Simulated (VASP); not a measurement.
Wanted: the native input for a VASP 6.6.1 run.

```yaml
Task: single point
Functional: PBEsol
Potentials_or_basis: VASP PAW PBE potentials, release 64 (Pb_d, S)
Cutoff: 520 eV
k_mesh: 10 × 10 × 10
Occupations: gaussian, width 0.03 eV
Spin: no spin polarisation
Dipole_correction: no
Further_INCAR_settings: ALGO = Normal; EDIFF = 1e-06; NBANDS = 17
```

The structure of PbS lies in POSCAR:

```
PbS
1.0
    0.0000000000      3.1132500000      3.1132500000
    3.1132500000      0.0000000000      3.1132500000
    3.1132500000      3.1132500000      0.0000000000
Pb S
1 1
Direct
    0.0000000000      0.0000000000      0.0000000000
    0.5000000000      0.5000000000      0.5000000000
```

This cell differs from its parent crystal: strain +0.050 along x and y, +0.050 along z.

One way to write it, as run:

INCAR

```
ALGO     = Normal         # electronic algorithm
EDIFF    = 1E-6           # SCF threshold, eV
ENCUT    = 520            # plane-wave cutoff, eV
GGA      = PS             # functional
ISIF     = 2              # what is computed and relaxed
ISMEAR   = 0              # smearing method
LASPH    = T              # aspherical terms in the spheres
LCHARG   = F              # write CHGCAR
LREAL    = F              # projectors in reciprocal space
LWAVE    = F              # write WAVECAR
NBANDS   = 17             # bands
NELM     = 80             # most SCF steps
PREC     = Accurate       # precision mode
SIGMA    = 0.03           # smearing width, eV
```

KPOINTS

```
k-points
0
Gamma
  10 10 10
```

Potentials or basis: VASP PAW PBE potentials, release 64 (Pb_d, S).

Command:

```bash
$ cat potpaw_PBE.64/Pb_d/POTCAR potpaw_PBE.64/S/POTCAR > POTCAR
$ mpirun -np 1 vasp_std > vasp.out
```

It gave:

The pressure is -6.8 GPa and the band gap on the k mesh is 0.69 eV, direct.

Caveat: the cell differs from its parent crystal (strain +0.050 along x and y, +0.050 along z); the PAW data sets were made with another functional, which shifts forces and pressure a little; spin-orbit coupling is left out, which moves the levels of the heavy elements.

Wall time 21 s on 1 thread of Intel(R) Xeon(R) 6975P-C (Granite Rapids), on a shared host, peak memory 0.22 GiB.
